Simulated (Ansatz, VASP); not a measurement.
Two plane-wave programs on HfSn3O8

The input INCAR:

```
SYSTEM = HfSn3O8
ALGO = Normal
EDIFF = 1E-7
ENCUT = 520
GGA = PE
ISIF = 2
ISMEAR = 0
LASPH = .TRUE.
LCHARG = .FALSE.
LREAL = .FALSE.
LWAVE = .FALSE.
NBANDS = 62
NELM = 100
PREC = Accurate
SIGMA = 0.1
```

Contents of KPOINTS:

```
k-points
0
G
  4 4 2
  0 0 0
```

Contents of POSCAR:

```
HfSn3O8
1.0
    5.6632234000     -2.0106792000      0.0000000000
    5.6632234000      2.0106792000      0.0000000000
   -2.8742927000      0.0000000000      7.5144981000
Hf Sn O
1 3 8
Direct
    0.1201280000      0.1201280000      0.0615080000
    0.3762810000      0.3762810000      0.4382810000
    0.3702780000      0.3702780000      0.9375890000
    0.1266010000      0.1266010000      0.5625130000
    0.5695920000      0.5695920000      0.0361480000
    0.1748670000      0.1748670000      0.3361600000
    0.1712430000      0.1712430000      0.8379270000
    0.5769100000      0.5769100000      0.5375980000
    0.3257770000      0.3257770000      0.6632460000
    0.9183950000      0.9183950000      0.9619340000
    0.9260820000      0.9260820000      0.4635390000
    0.3230920000      0.3230920000      0.1635580000
```

Input for Ansatz:

```yaml
crystal:
  lattice:
    - [5.6632234, -2.0106792, 0.0]
    - [5.6632234, 2.0106792, 0.0]
    - [-2.8742927, 0.0, 7.5144981]
  atoms:
    - { symbol: Hf, position: [0.120128, 0.120128, 0.061508] }
    - { symbol: Sn, position: [0.376281, 0.376281, 0.438281] }
    - { symbol: Sn, position: [0.370278, 0.370278, 0.937589] }
    - { symbol: Sn, position: [0.126601, 0.126601, 0.562513] }
    - { symbol: O, position: [0.569592, 0.569592, 0.036148] }
    - { symbol: O, position: [0.174867, 0.174867, 0.33616] }
    - { symbol: O, position: [0.171243, 0.171243, 0.837927] }
    - { symbol: O, position: [0.57691, 0.57691, 0.537598] }
    - { symbol: O, position: [0.325777, 0.325777, 0.663246] }
    - { symbol: O, position: [0.918395, 0.918395, 0.961934] }
    - { symbol: O, position: [0.926082, 0.926082, 0.463539] }
    - { symbol: O, position: [0.323092, 0.323092, 0.163558] }
basis:
  ecutwfc: 420
kpoints:
  mp_grid: { grid: [4, 4, 2] }
hamiltonian:
  xc: pbe
scf:
  occupations: { method: gaussian, width: 0.1 }
  lower_state_search: "off"
output:
  forces: true
  stress: true
  eigenvalues: true
```

Alike in both runs: task single point; functional PBE; k mesh 4 × 4 × 2; occupations gaussian, width 0.1 eV; no spin polarisation.

|  | VASP | Ansatz |
| --- | --- | --- |
| version | VASP 6.6.1 | Ansatz 0.2.0 |
| potentials or method | VASP PAW PBE potentials, release 64 (Hf_pv, Sn_d, O), cutoff 520 eV | scalar-relativistic, plane waves, PAW |
| valence electrons in the cell | 100 | 116 |

|  | VASP | Ansatz | Ansatz less VASP |
| --- | --- | --- | --- |
| gap on the k mesh at the Fermi level (eV) | 2.09 | 2.10 | +0.008 |
| least direct gap on the mesh (eV) | 2.36 | 2.37 | +0.005 |
| pressure (GPa) | -0.2 | 0.0 | +0.21 |
| traceless stress, the component that is largest in VASP (GPa) | -0.05 | -0.04 | +0.012 |
| rms of the force components (eV/Å) | 0.057 | 0.003 | -0.0541 |

Atom by atom the forces differ by 0.058 eV/Å (rms over components). The functional is the same, so the differences come from potentials, cutoffs and numerics. VASP's potentials hold 100 valence electrons a cell and Ansatz's 116, so a difference there can come from the potentials and not from the codes.

Neither program's run includes spin-orbit coupling.
